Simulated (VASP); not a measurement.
Set up this calculation in VASP 6.6.1, as the native input.

* Task: single point
* Functional: r2SCAN
* Potentials or basis: VASP PAW PBE potentials, release 64 (Ta_pv, C)
* Cutoff: 520 eV
* k mesh: 12 × 12 × 7
* Occupations: fermi-dirac, width 0.1 eV
* Spin: no spin polarisation
* Dipole correction: no
* Further INCAR settings: ALGO = Normal; EDIFF = 1e-06; NBANDS = 20

Crystal: Ta2C.

```
CELL_PARAMETERS angstrom
3.06944 0.00000 0.00000
-1.53472 2.65821 0.00000
0.00000 0.00000 4.87523
ATOMIC_POSITIONS crystal
Ta 0.33333 0.66667 0.25539
Ta 0.66667 0.33333 0.74461
C 0.00000 0.00000 0.00000
```

One way to write it, as run:

POSCAR

```
Ta2C
1.0
    3.0694387268     -0.0000000029      0.0000000000
   -1.5347193609      2.6582119142      0.0000000000
    0.0000000000      0.0000000000      4.8752261900
Ta C
2 1
Direct
    0.3333333333      0.6666666667      0.2553936617
    0.6666666667      0.3333333333      0.7446063383
    0.0000000000      0.0000000000      0.0000000000
```

INCAR.step1

```
SYSTEM = Ta2C
PREC = Accurate
ENCUT = 520
ISMEAR = -1
SIGMA = 0.1
LREAL = .False.
LASPH = .True.
NELM = 100
NBANDS = 20
GGA = PE
ALGO = Normal
EDIFF = 1E-4
LWAVE = .True.
LCHARG = .False.
```

INCAR.step2

```
SYSTEM = Ta2C
PREC = Accurate
ENCUT = 520
EDIFF = 1E-6
ISMEAR = -1
SIGMA = 0.1
LREAL = .False.
LASPH = .True.
NELM = 100
ALGO = Normal
ISIF = 2
LWAVE = .False.
LCHARG = .False.
METAGGA = R2SCAN
LMIXTAU = .True.
NBANDS = 20
ISTART = 1
```

KPOINTS

```
regular mesh
0
Gamma
  12 12 7
  0 0 0
```

Potentials or basis: VASP PAW PBE potentials, release 64 (Ta_pv, C).

The run is started by

```sh
$ cat potpaw_PBE.64/Ta_pv/POTCAR potpaw_PBE.64/C/POTCAR > POTCAR
$ cp INCAR.step1 INCAR
$ mpirun -np 1 vasp_std > vasp.out
$ cp INCAR.step2 INCAR
$ mpirun -np 1 vasp_std > vasp.out
```

Results of the run:

| Quantity | Value |
| --- | --- |
| Pressure | 13.0 GPa |
| Largest force | 0.035 eV/Å |
| Band gap on the k mesh | zero (band 13 reaches 7.44 eV, above the bottom of band 14 at 6.68 eV) |

Caveat: the PAW data sets were made with another functional, which shifts forces and pressure a little; spin-orbit coupling is left out, which moves the levels of the heavy elements.

Run time: 3 min on 1 thread of AMD EPYC 9R45 96-Core Processor (Zen 5) (shared host), peak memory 0.19 GiB.
